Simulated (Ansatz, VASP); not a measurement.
**ScAl: VASP beside Ansatz**

Contents of INCAR:

```
ALGO     = Normal         # electronic algorithm
EDIFF    = 1E-7           # SCF threshold, eV
EDIFFG   = -0.01          # ionic threshold
ENCUT    = 600            # plane-wave cutoff, eV
GGA      = PS             # functional
IBRION   = 2              # ionic algorithm
ISIF     = 3              # what is computed and relaxed
ISMEAR   = 0              # smearing method
LASPH    = True           # aspherical terms in the spheres
LCHARG   = False          # write CHGCAR
LREAL    = False          # projectors in reciprocal space
LWAVE    = False          # write WAVECAR
NELM     = 100            # most SCF steps
NSW      = 80             # ionic steps
PREC     = Accurate       # precision mode
SIGMA    = 0.1            # smearing width, eV
```

File KPOINTS:

```
k-points
0
Gamma
  1 1 1
```

POSCAR

```
ScAl
1.0
    3.3703489700      0.0000000000      0.0000000000
    0.0000000000      3.3703489700      0.0000000000
    0.0000000000      0.0000000000      3.3703489700
Sc Al
1 1
Direct
    0.5000000000      0.5000000000      0.5000000000
    0.0000000000      0.0000000000      0.0000000000
```

Input for Ansatz:

```yaml
crystal:
  lattice:
    - [3.37034897, 0.0, 0.0]
    - [0.0, 3.37034897, 0.0]
    - [0.0, 0.0, 3.37034897]
  atoms:
    - { symbol: Sc, position: [0.5, 0.5, 0.5] }
    - { symbol: Al, position: [0.0, 0.0, 0.0] }
basis:
  ecutwfc: 420
kpoints:
  mp_grid: { grid: [1, 1, 1] }
hamiltonian:
  xc: pbesol
scf:
  occupations: { method: gaussian, width: 0.1 }
output:
  forces: true
  stress: true
  eigenvalues: true
relax:
  adjacent_minimum: "off"
  f_tol: 0.01
  max_steps: 60
  cell: { stress_tol: 0.05 }
```

Alike in both runs: task relaxation of cell and atoms; functional PBEsol; k mesh 1 × 1 × 1; occupations gaussian, width 0.1 eV; no spin polarisation.

|  | VASP | Ansatz |
| --- | --- | --- |
| version | VASP 6.6.1 | Ansatz 0.2.0 |
| potentials or method | VASP PAW PBE potentials, release 64 (Sc_sv, Al), cutoff 600 eV | scalar-relativistic, plane waves, PAW |
| valence electrons in the cell | 14 | 14 |

VASP gave:

- gap on the k mesh at the Fermi level, each at its own relaxed structure (eV): 6.31
- relaxed volume (Å³/atom): 12.72
- relaxed cell length with the largest relative difference (Å): 2.941

Question: Which values does Ansatz return?

Answer: gap on the k mesh at the Fermi level, each at its own relaxed structure (eV): 6.28; relaxed volume (Å³/atom): 12.75; relaxed cell length with the largest relative difference (Å): 2.943.

VASP's potentials were made for PBE, not for PBEsol.

The k mesh is coarse, so the values compare programs but aren't converged. Noted on VASP's run: the volume moved by over 15 % at a fixed basis, so the end points are rough.
